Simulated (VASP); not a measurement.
# TaN in VASP: notebook

Runs on TaN. Level: r2SCAN. Tasks: single point.

All numbers are computed with VASP 6.6.1; they aren't measurements. Logs are shortened: lines on timing, memory, paths and dates and some standing lists are left out, and cuts for length are marked.

## Step 1: The cell of the first run

Symmetry: F-43m, No. 216, cubic system. Conventional cell: a = 4.733 Å, b = 4.733 Å, c = 4.733 Å, α = 90.00°, β = 90.00°, γ = 90.00°. Within 2.7 Å of Ta (site symmetry -43m) lie 4 N at 2.05 Å. Within 2.7 Å of N (site symmetry -43m) lie 4 Ta at 2.05 Å.

## Step 2: Single point, r2SCAN

Input file POSCAR:

```
TaN
1.0
    0.0000000000      2.3665051011      2.3665051011
    2.3665051011      0.0000000000      2.3665051011
    2.3665051011      2.3665051011      0.0000000000
Ta N
1 1
Direct
    0.0000000000      0.0000000000      0.0000000000
    0.2500000000      0.2500000000      0.2500000000
```

Input file INCAR.step1:

```
PREC = Accurate
ENCUT = 770
ISMEAR = 0
SIGMA = 0.05
LREAL = F
LASPH = T
NELM = 120
NBANDS = 16
GGA = PE
ALGO = Normal
EDIFF = 1E-5
LWAVE = T
LCHARG = F
GGA_COMPAT = F
```

Input file INCAR.step2:

```
PREC = Accurate
ENCUT = 770
EDIFF = 1E-6
ISMEAR = 0
SIGMA = 0.05
LREAL = F
LASPH = T
NELM = 120
ALGO = Normal
ISIF = 2
LWAVE = F
LCHARG = F
METAGGA = R2SCAN
LMIXTAU = T
NBANDS = 16
ISTART = 1
GGA_COMPAT = F
```

Input file KPOINTS:

```
Automatic mesh
0
Gamma
  12 12 12
```

Potentials or basis: VASP PAW PBE potentials, release 64 (Ta_sv_GW, N).

Launch:

```
cat potpaw_PBE.64/Ta_sv_GW/POTCAR potpaw_PBE.64/N/POTCAR > POTCAR
cp INCAR.step1 INCAR
mpirun -np 1 vasp_std > vasp.out
cp INCAR.step2 INCAR
mpirun -np 1 vasp_std > vasp.out
```

OUTCAR:

```text
PREC = Accurate
   ENCUT = 770
   EDIFF = 1E-6
   ISMEAR = 0
   LREAL = F
   LASPH = T
   NELM = 120
   ISIF = 2
   METAGGA = R2SCAN
   ISTART = 1

 ion  position               nearest neighbor table
   1  0.000  0.000  0.000-   2 2.05   2 2.05   2 2.05   2 2.05
   2  0.250  0.250  0.250-   1 2.05   1 2.05   1 2.05   1 2.05

  LATTYP: Found a face centered cubic cell.
 ALAT       =     4.7330102022

  Lattice vectors:

 A1 = (   0.0000000000,   2.3665051011,   2.3665051011)
 A2 = (   2.3665051011,   0.0000000000,   2.3665051011)
 A3 = (   2.3665051011,   2.3665051011,   0.0000000000)

Analysis of symmetry for initial positions (statically):
=====================================================================
 Subroutine PRICEL returns:
 Original cell was already a primitive cell.

 Routine SETGRP: Setting up the symmetry group for a
 face centered cubic supercell.

 Subroutine GETGRP returns: Found 24 space group operations
 (whereof 24 operations were pure point group operations)
 out of a pool of 48 trial point group operations.

The static configuration has the point symmetry T_d .

Analysis of symmetry for dynamics (positions and initial velocities):
=====================================================================
 Subroutine PRICEL returns:
 Original cell was already a primitive cell.

 Routine SETGRP: Setting up the symmetry group for a
 face centered cubic supercell.

 Subroutine GETGRP returns: Found 24 space group operations
 (whereof 24 operations were pure point group operations)
 out of a pool of 48 trial point group operations.

The dynamic configuration has the point symmetry T_d .

 Subroutine INISYM returns: Found 24 space group operations
 (whereof 24 operations are pure point group operations),
 and found     1 'primitive' translations

----------------------------------------------------------------------------------------

                                     Primitive cell

  volume of cell :      26.5065

  direct lattice vectors                    reciprocal lattice vectors
     0.000000000  2.366505101  2.366505101    -0.211282029  0.211282029  0.211282029
     2.366505101  0.000000000  2.366505101     0.211282029 -0.211282029  0.211282029
     2.366505101  2.366505101  0.000000000     0.211282029  0.211282029 -0.211282029

  length of vectors
     3.346743609  3.346743609  3.346743609     0.365951209  0.365951209  0.365951209

  position of ions in fractional coordinates (direct lattice)
     0.000000000  0.000000000  0.000000000
     0.250000000  0.250000000  0.250000000

  ion indices of the primitive-cell ions
   primitive index   ion index
                 1           1
                 2           2

----------------------------------------------------------------------------------------

 KPOINTS: Automatic mesh

Automatic generation of k-mesh.
 Grid dimensions read from file:
 generate k-points for:   12   12   12

 Generating k-lattice:

  Cartesian coordinates                     Fractional coordinates (reciprocal lattice)
    -0.017606836  0.017606836  0.017606836     0.083333333  0.000000000  0.000000000
     0.017606836 -0.017606836  0.017606836     0.000000000  0.083333333  0.000000000
     0.017606836  0.017606836 -0.017606836     0.000000000  0.000000000  0.083333333

  Length of vectors
     0.030495934  0.030495934  0.030495934

  Shift w.r.t. Gamma in fractional coordinates (k-lattice)
     0.000000000  0.000000000  0.000000000

 Subroutine IBZKPT returns following result:
 ===========================================

 Found     72 irreducible k-points:

 Following reciprocal coordinates:
            Coordinates               Weight
  0.000000  0.000000  0.000000      1.000000
  0.083333  0.000000  0.000000      8.000000
  0.166667  0.000000  0.000000      8.000000
  0.250000  0.000000  0.000000      8.000000
  0.333333  0.000000  0.000000      8.000000
  0.416667  0.000000  0.000000      8.000000
[... 16 lines left out ...]
  0.500000  0.166667  0.000000     24.000000
 -0.416667  0.166667  0.000000     24.000000
 [... further k-points ...]
   k-points           NKPTS =     72   k-points in BZ     NKDIM =     72   number of bands    NBANDS=     16
   number of dos      NEDOS =    301   number of ions     NIONS =      2
   total plane-waves  NPLWV =  27000
   dimension x,y,z NGX =    30 NGY =   30 NGZ =   30
   dimension x,y,z NGXF=    60 NGYF=   60 NGZF=   60
   ions per type =               1   1
   NGX,Y,Z   is equivalent  to a cutoff of  14.90, 14.90, 14.90 a.u.
   NGXF,Y,Z  is equivalent  to a cutoff of  29.80, 29.80, 29.80 a.u.
 SYSTEM =  unknown system
   PREC   = accura    normal or accurate (medium, high low for compatibility)
   ISTART =      1    job   : 0-new  1-cont  2-samecut
   ICHARG =      0    charge: 1-file 2-atom 10-const
   ISPIN  =      1    spin polarized calculation?
   LNONCOLLINEAR =      F non collinear calculations
   LSORBIT =      F    spin-orbit coupling
   LASPH  =      T    aspherical Exc in radial PAW
   ENCUT  =  770.0 eV  56.59 Ry    7.52 a.u.   7.57  7.57  7.57*2*pi/ulx,y,z
   NELM   =    120;   NELMIN=  2; NELMDL=  0     # of ELM steps
   EDIFF  = 0.1E-05   stopping-criterion for ELM
   LREAL  =      F    real-space projection
   EDIFFG = 0.1E-04   stopping-criterion for IOM
   NSW    =      0    number of steps for IOM
   IBRION =     -1    ionic relax: 0-MD 1-quasi-New 2-CG
   NFREE  =      0    steps in history (QN), initial steepest desc. (CG)
   ISIF   =      2    stress and relaxation
   ISYM   =      2    0-nonsym 1-usesym 2-fastsym
   POTIM  = 0.5000    time-step for ionic-motion
   TEBEG  =    0.0;   TEEND  =   0.0 temperature during run
   PSTRESS=    0.0 pullay stress
   NELECT =      18.0000    total number of electrons
   NUPDOWN=      -1.0000    fix difference up-down
   EMIN   =  10.00;   EMAX   =-10.00  energy-range for DOS
   EFERMI =   0.00;   METHOD = LEGACY
   ISMEAR =     0;   SIGMA  =   0.05  broadening in eV -4-tet -1-fermi 0-gaus
   EFERMI_NEDOS =   21; number of points for ismear=-14 and -15
   IALGO  =     38    algorithm
   IMIX   =      4    mixing-type and parameters
     AMIX     =   0.40;   BMIX     =  1.00
     AMIX_MAG =   1.60;   BMIX_MAG =  1.00
  volume/ion in A,a.u.               =      13.25        89.44
  Fermi-wavevector in a.u.,A,eV,Ry     =   1.438958  2.719237 28.172239  2.070601
  Thomas-Fermi vector in A             =   2.557867
   LORBIT       =      0    0 simple, 1 ext, 2 COOP (PROOUT), +10 PAW based schemes
   METAGGA = R2SCAN    functional components
   LHFCALC =     F    Hartree Fock is set to
   AEXX    =    0.0000 exact exchange contribution
   IVDW    =     0    specifies the selected vdW correction
   LEPSILON=     F    determine dielectric tensor
   LRPA    =     F    only Hartree local field effects (RPA)
 non-spin polarized calculation
 Gauss-broadening in eV      SIGMA  =   0.05
  energy-cutoff  :      770.00
  volume of cell :       26.51
 maximum number of plane-waves:      1304
   NGX = 15   NGY = 15   NGZ = 15

 number of electron      18.0000000 magnetization

 Free energy of the ion-electron system (eV)
  ---------------------------------------------------
  ext. energy  EPLUGINS =         0.00000000
  ---------------------------------------------------
  free energy    TOTEN  =       -61.90686978 eV

  energy without entropy =      -61.90482481  energy(sigma->0) =      -61.90584730

 E-fermi :  10.5122     XC(G=0): -13.1303

 val. band max:       10.5095561437   @ k =  -0.2500   0.4167   0.1667
 cond. band min:      10.5419508357   @ k =  -0.3333   0.4167   0.1667
 fundamental gap:      0.0323946920
 Fermi energy:        10.5122405266

 k-point     1 :       0.0000    0.0000    0.0000
  band No.  band energies     occupation
      1     -60.9495      2.00000
      2     -26.5759      2.00000
      3     -26.5759      2.00000
      4     -26.5759      2.00000
      5      -8.3063      2.00000
      6       2.9615      2.00000
[... 8 lines left out ...]
     15      24.4087      0.00000
     16      24.4087      0.00000

 k-point     2 :       0.0833    0.0000    0.0000
  band No.  band energies     occupation
      1     -60.9480      2.00000
      2     -26.6096      2.00000
      3     -26.5804      2.00000
      4     -26.5804      2.00000
      5      -8.2162      2.00000
      6       2.8253      2.00000
[... 8 lines left out ...]
     15      23.0893      0.00000
     16      24.4628      0.00000

 k-point     3 :       0.1667    0.0000    0.0000
  band No.  band energies     occupation
      1     -60.9437      2.00000
      2     -26.7004      2.00000
      3     -26.5926      2.00000
      4     -26.5926      2.00000
      5      -7.9764      2.00000
      6       2.5730      2.00000
[... 8 lines left out ...]
     15      20.9943      0.00000
     16      24.6956      0.00000

 k-point     4 :       0.2500    0.0000    0.0000
  band No.  band energies     occupation
      1     -60.9379      2.00000
      2     -26.8218      2.00000
      3     -26.6091      2.00000
      4     -26.6091      2.00000
      5      -7.6667      2.00000
      6       2.4521      2.00000
[... 8 lines left out ...]
     15      19.1528      0.00000
     16      25.2382      0.00000

 k-point     5 :       0.3333    0.0000    0.0000
  band No.  band energies     occupation
      1     -60.9320      2.00000
      2     -26.9403      2.00000
      3     -26.6256      2.00000
      4     -26.6256      2.00000
      5      -7.3830      2.00000
      6       2.5716      2.00000
[... 8 lines left out ...]
     15      18.4528      0.00000
     16      26.0134      0.00000

 k-point     6 :       0.4167    0.0000    0.0000
  band No.  band energies     occupation
      1     -60.9277      2.00000
      2     -27.0254      2.00000
      3     -26.6376      2.00000
      4     -26.6376      2.00000
      5      -7.1950      2.00000
      6       2.8378      2.00000
[... 8 lines left out ...]
     15      19.1276      0.00000
     16      26.6512      0.00000

 k-point     7 :       0.5000    0.0000    0.0000
  band No.  band energies     occupation
      1     -60.9261      2.00000
      2     -27.0561      2.00000
      3     -26.6420      2.00000
      4     -26.6420      2.00000
      5      -7.1309      2.00000
      6       2.9843      2.00000
[... 8 lines left out ...]
     15      19.6916      0.00000
     16      26.5883      0.00000

 k-point     8 :       0.0833    0.0833    0.0000
  band No.  band energies     occupation
      1     -60.9475      2.00000
      2     -26.6103      2.00000
      3     -26.5871      2.00000
      4     -26.5871      2.00000
      5      -8.1861      2.00000
      6       2.7264      2.00000
[... 8 lines left out ...]
     15      23.4719      0.00000
     16      24.0321      0.00000

 k-point     9 :       0.1667    0.0833    0.0000
  band No.  band energies     occupation
      1     -60.9441      2.00000
      2     -26.6780      2.00000
      3     -26.6013      2.00000
      4     -26.5962      2.00000
      5      -7.9958      2.00000
      6       2.4960      2.00000
[... 8 lines left out ...]
     15      21.8180      0.00000
     16      23.8508      0.00000
[... 172 lines left out ...]
 k-point    19 :       0.1667    0.1667    0.0000
  band No.  band energies     occupation
      1     -60.9418      2.00000
      2     -26.7022      2.00000
      3     -26.6177      2.00000
      4     -26.6177      2.00000
      5      -7.8650      2.00000
      6       2.2499      2.00000
[... 8 lines left out ...]
     15      22.5214      0.00000
     16      23.3735      0.00000

 k-point    20 :       0.2500    0.1667    0.0000
  band No.  band energies     occupation
      1     -60.9374      2.00000
      2     -26.7813      2.00000
      3     -26.6373      2.00000
      4     -26.6356      2.00000
      5      -7.6271      2.00000
      6       2.0826      2.00000
[... 8 lines left out ...]
     15      21.1601      0.00000
     16      23.3902      0.00000

 k-point    21 :       0.3333    0.1667    0.0000
  band No.  band energies     occupation
      1     -60.9320      2.00000
      2     -26.8791      2.00000
      3     -26.6589      2.00000
      4     -26.6549      2.00000
      5      -7.3582      2.00000
      6       2.1304      2.00000
[... 8 lines left out ...]
     15      19.9139      0.00000
     16      23.9677      0.00000

 k-point    22 :       0.4167    0.1667    0.0000
  band No.  band energies     occupation
      1     -60.9272      2.00000
      2     -26.9639      2.00000
      3     -26.6865      2.00000
      4     -26.6657      2.00000
      5      -7.1351      2.00000
      6       2.4156      2.00000
[... 8 lines left out ...]
     15      19.5159      0.00000
     16      24.8710      0.00000

 k-point    23 :       0.5000    0.1667    0.0000
  band No.  band energies     occupation
      1     -60.9242      2.00000
      2     -27.0140      2.00000
      3     -26.7115      2.00000
      4     -26.6671      2.00000
      5      -7.0070      2.00000
      6       2.8145      2.00000
[... 8 lines left out ...]
     15      19.9791      0.00000
     16      24.9179      0.00000

 k-point    24 :      -0.4167    0.1667    0.0000
  band No.  band energies     occupation
      1     -60.9238      2.00000
      2     -27.0180      2.00000
      3     -26.7261      2.00000
      4     -26.6585      2.00000
      5      -6.9915      2.00000
      6       3.0993      2.00000
[... 8 lines left out ...]
     15      20.0767      0.00000
     16      24.2953      0.00000

 [... further k-points ...]
[... 5 lines left out ...]
  --------------------------------------------------------------------------------------
  -------------------------------------------------------------------------------------
  Total        0.0309104      0.0309104      0.0309104      0.0000000     -0.0000000     -0.0000000
  in kB        1.8683715      1.8683715      1.8683715      0.0000000     -0.0000000     -0.0000000
  external PRESSURE =       1.8683715 kB  Pullay stress =       0.0000000 kB

 VOLUME and BASIS-vectors are now :
 -----------------------------------------------------------------------------
  energy-cutoff  :      770.00
  volume of cell :       26.51
      direct lattice vectors                 reciprocal lattice vectors
     0.000000000  2.366505101  2.366505101    -0.211282029  0.211282029  0.211282029
     2.366505101  0.000000000  2.366505101     0.211282029 -0.211282029  0.211282029
     2.366505101  2.366505101  0.000000000     0.211282029  0.211282029 -0.211282029

 POSITION                                       TOTAL-FORCE (eV/Angst)
 -----------------------------------------------------------------------------------
      0.00000      0.00000      0.00000         0.000000      0.000000      0.000000
      1.18325      1.18325      1.18325        -0.000000     -0.000000     -0.000000
 -----------------------------------------------------------------------------------
    total drift:                               -0.000000     -0.000000     -0.000000

  FREE ENERGIE OF THE ION-ELECTRON SYSTEM (eV)
  ---------------------------------------------------
  free  energy   TOTEN  =       -61.9068697836 eV

  energy  without entropy=      -61.9048248144  energy(sigma->0) =      -61.90584730
```

It took 2.1 min on 1 thread of AMD EPYC 9R45 (Zen 5), shared host; peak memory 0.19 GiB.

Results:

- Free energy: -61.9069 eV
- Pressure: 0.2 GPa
- Band gap on the k mesh: zero (bands 9 and 10 overlap by 0.87 eV)

Levels at points of the mesh, in eV from the Fermi level:
```tsv
k point	band 7	band 8	band 9	band 10	band 11	band 12
(0.00, 0.00, 0.00)	-7.55	-7.55	-1.26	0.49	0.49	5.89
(0.50, 0.00, 0.00)	-6.84	-6.84	0.26	1.17	1.17	4.10
(0.50, 0.50, 0.00)	-5.29	-5.29	-2.71	1.11	2.31	3.12
```

Caveat: the PAW data sets were made with another functional, which shifts forces and pressure a little; spin-orbit coupling is left out, which moves the levels of the heavy elements.

[end of part 1 of 2]

The gap in the log of VASP goes by the Fermi energy; the results here count the filled bands.